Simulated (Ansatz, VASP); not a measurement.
## Mo in VASP and in Ansatz

```
Mo
1.0
     0.00000    1.93440    1.85380
     1.93440    0.00000    1.85380
     1.93440    1.93440    0.00000
Mo
1
Direct
  0.00000 0.00000 0.00000
```

Change from the starting cell: strain -0.040 along x and y, -0.080 along z, atoms carried along.

Alike in both runs: task single point; functional PBEsol; k mesh 20 × 20 × 20; occupations gaussian, width 0.15 eV; no spin polarisation.

|  | VASP | Ansatz |
| --- | --- | --- |
| version | VASP 6.6.1 | Ansatz 0.2.0 |
| potentials or method | VASP PAW PBE potentials, release 64 (Mo_sv), cutoff 520 eV | scalar-relativistic, plane waves, PAW |
| valence electrons in the cell | 14 | 14 |

VASP gave:

```
gap on the k mesh at the Fermi level (eV)                     : none
pressure (GPa)                                                : 37.3
traceless stress, the component that is largest in VASP (GPa) : -6.48
```

Estimate Ansatz's values.

gap on the k mesh at the Fermi level (eV): none; pressure (GPa): 36.5; traceless stress, the component that is largest in VASP (GPa): -6.48.

VASP's potentials were made for PBE, not for PBEsol. A gap of «none» marks a metal or a gap that the smearing closes. Both programs put the cell under a high pressure, so it lies far from rest at this level.
